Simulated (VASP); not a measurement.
Runs of VASP 6.6.1 on Zr3N2. The structure is that of space group R-3c (No. 167), or close to it. The cells are those of the table. 

| cell | k mesh | smearing | gap on the mesh (eV) | pressure (GPa) | largest force (eV/Å) |
| --- | --- | --- | --- | --- | --- |
| a = 5.929 Å, angles 54.5°, 10 atoms | 12 × 12 × 12 | gaussian 0.1 eV | none | 24.5 | 0.01 |
| a = 6.169 Å, angles 54.5°, 10 atoms | 6 × 6 × 6 | gaussian 0.1 eV | none | (a) | 0.10 |
| a = 6.117 Å, angles 54.5°, 10 atoms | 9 × 9 × 9 | gaussian 0.1 eV | none | 0.3 | 0.01 |
| a = 6.117 Å, angles 54.5°, 10 atoms | 9 × 9 × 9 | gaussian 0.15 eV | none | 0.3 | 0.01 |

Alike in all rows: task single point; level PBEsol; potentials or basis VASP PAW PBE potentials, release 64 (Zr_sv, N); no spin polarisation; cutoff (eV) 520.

Task: Estimate the missing entries.

Result: (a) -5.1.

Caveats: the PAW data sets were made with another functional, which shifts forces and pressure a little.

A k mesh can miss the band edges, and the runs leave out spin-orbit coupling on Zr.

A gap of «none» marks levels without a gap at the run's occupations.
